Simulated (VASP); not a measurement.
Write the native input for VASP 6.6.1 that does the following.

```
Task                   : single point
Functional             : PBE
Potentials or basis    : VASP PAW PBE potentials, release 64 (Mn_pv, O)
Cutoff                 : 520 eV
k mesh                 : 12 × 12 × 12
Occupations            : gaussian, width 0.02 eV
Spin                   : no spin polarisation
Hubbard terms          : Mn d U = 3.9 eV
Dipole correction      : no
Further INCAR settings : ALGO = Normal; EDIFF = 1e-06; NBANDS = 20
```

The structure of MnO2 lies in POSCAR:

```
MnO2
1.0
    1.4745448809      0.8513288839      4.7319013657
   -1.4745448809      0.8513288839      4.7319013657
    0.0000000000     -1.7026577679      4.7319013657
Mn O
1 2
Direct
    0.0000000000      0.0000000000      0.0000000000
    0.2643644900      0.2643644900      0.2643644900
    0.7356355100      0.7356355100      0.7356355100
```

One way to write it, as run:

INCAR

```
SYSTEM = MnO2
PREC = Accurate
ENCUT = 520
EDIFF = 1E-6
ISMEAR = 0
SIGMA = 0.02
LREAL = .False.
LASPH = .True.
NELM = 150
ALGO = Normal
ISIF = 2
LWAVE = .False.
LCHARG = .False.
LMAXMIX = 4
LDAU = .True.
LDAUTYPE = 2
LDAUL = 2 -1
LDAUU = 3.9 0
LDAUJ = 0 0
LDAUPRINT = 1
GGA = PE
NBANDS = 20
```

KPOINTS

```
regular mesh
0
Gamma
  12 12 12
  0 0 0
```

Potentials or basis: VASP PAW PBE potentials, release 64 (Mn_pv, O).

Run with:

```sh
$ cat potpaw_PBE.64/Mn_pv/POTCAR potpaw_PBE.64/O/POTCAR > POTCAR
$ mpirun -np 1 vasp_std > vasp.out
```

It gave:

```yaml
Pressure: -13.4 GPa
Largest_force: 1.047 eV/Å
Band_gap_on_the_k_mesh: zero (an odd number of electrons rules out a gap without spin polarisation)
```

Caveat: the cell stands under tension; an odd number of electrons without spin polarisation forces a metal; a magnetic or distorted state may lie lower; the run has no spin polarisation, though such a crystal can be magnetic; U without spin polarisation on a metal has little footing.

Wall time 3.6 min on 1 thread of Intel(R) Xeon(R) Platinum 8488C (Sapphire Rapids), on a shared host, peak memory 0.32 GiB.
